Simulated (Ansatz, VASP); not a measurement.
**Two plane-wave programs on ZrTa3N4**

INCAR

```
SYSTEM = ZrTa3N4
ALGO = Normal
EDIFF = 1E-6
EDIFFG = -0.08
ENCUT = 600
GGA = PE
IBRION = 2
ISIF = 3
ISMEAR = 0
LASPH = .TRUE.
LCHARG = .FALSE.
LREAL = .FALSE.
LWAVE = .FALSE.
NELM = 60
NSW = 36
PREC = Accurate
SIGMA = 0.15
```

File KPOINTS:

```
k-points
0
G
  3 3 4
  0 0 0
```

The input POSCAR:

```
ZrTa3N4
1.0
    6.0029147400      0.0000000000      0.0000000000
   -3.0014573700      5.1986766600      0.0000000000
    0.0000000000      0.0000000000      2.9762350400
Zr Ta N
1 3 4
Direct
    0.0000000000      0.0000000000      0.0000000000
    0.5000000000      0.0000000000      0.0000000000
    0.0000000000      0.5000000000      0.0000000000
    0.5000000000      0.5000000000      0.0000000000
    0.1666670000      0.8333330000      0.5000000000
    0.6666660000      0.8333330000      0.5000000000
    0.6666666700      0.3333333300      0.5000000000
    0.1666670000      0.3333340000      0.5000000000
```

Input for Ansatz:

```yaml
crystal:
  lattice:
    - [6.00291474, 0.0, 0.0]
    - [-3.00145737, 5.19867666, 0.0]
    - [0.0, 0.0, 2.97623504]
  atoms:
    - { symbol: Zr, position: [0.0, 0.0, 0.0] }
    - { symbol: Ta, position: [0.5, 0.0, 0.0] }
    - { symbol: Ta, position: [0.0, 0.5, 0.0] }
    - { symbol: Ta, position: [0.5, 0.5, 0.0] }
    - { symbol: "N", position: [0.166667, 0.833333, 0.5] }
    - { symbol: "N", position: [0.666666, 0.833333, 0.5] }
    - { symbol: "N", position: [0.66666667, 0.33333333, 0.5] }
    - { symbol: "N", position: [0.166667, 0.333334, 0.5] }
basis:
  ecutwfc: 420
kpoints:
  mp_grid: { grid: [3, 3, 4] }
hamiltonian:
  xc: pbe
scf:
  occupations: { method: gaussian, width: 0.15 }
  lower_state_search: "off"
output:
  forces: true
  stress: true
  eigenvalues: true
relax:
  adjacent_minimum: "off"
  f_tol: 0.08
  max_steps: 16
  cell: { stress_tol: 0.8 }
```

Alike in both runs: task relaxation of cell and atoms; functional PBE; k mesh 3 × 3 × 4; occupations gaussian, width 0.15 eV; no spin polarisation.

|  | VASP | Ansatz |
| --- | --- | --- |
| version | VASP 6.6.1 | Ansatz 0.2.0 |
| potentials or method | VASP PAW PBE potentials, release 64 (Zr_sv, Ta_pv, N), cutoff 600 eV | scalar-relativistic, plane waves, PAW |
| valence electrons in the cell | 65 | 71 |

```tsv
	VASP	Ansatz	Ansatz less VASP
gap on the k mesh at the Fermi level, each at its own relaxed structure (eV)	none	none	-
relaxed volume (Å³/atom)	11.27	11.28	+0.003
relaxed cell length with the largest relative difference (Å)	2.918	2.912	-0.0055
```

A gap of «none» marks a metal or a gap that the smearing closes. VASP's potentials hold 65 valence electrons a cell and Ansatz's 71, so a difference there can come from the potentials and not from the codes.

The k mesh is coarse, so the values compare programs but aren't converged. Spin-orbit coupling is off throughout.
